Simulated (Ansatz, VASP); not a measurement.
# One calculation of CsPbCl3, two programs

```
CELL_PARAMETERS angstrom
5.46488 0.00000 0.00000
0.00000 5.46488 0.00000
0.00000 0.00000 5.32475
ATOMIC_POSITIONS crystal
Cs 0.00000 0.00000 0.00000
Pb 0.50000 0.50000 0.50000
Cl 0.00000 0.50000 0.50000
Cl 0.50000 0.00000 0.50000
Cl 0.50000 0.50000 0.00000
```

Change from the starting cell: strain -0.025 along x and y, -0.050 along z, atoms carried along.

Alike in both runs: task single point; functional PBEsol; k mesh 6 × 6 × 6; occupations gaussian, width 0.05 eV; no spin polarisation.

```csv
,VASP,Ansatz
version,VASP 6.6.1,Ansatz 0.2.0
potentials or method,"VASP PAW PBE potentials, release 64 (Cs_sv, Pb_d, Cl), cutoff 520 eV","scalar-relativistic, plane waves, PAW"
valence electrons in the cell,44,44
```

```tsv
	VASP	Ansatz	Ansatz less VASP
gap on the k mesh at the Fermi level (eV)	1.19	1.18	-0.009
least direct gap on the mesh (eV)	1.19	1.18	-0.009
pressure (GPa)	3.6	3.6	+0.03
traceless stress, the component that is largest in VASP (GPa)	1.45	1.45	-0.003
```

VASP's potentials were made for PBE, not for PBEsol.

Neither program's run includes spin-orbit coupling.
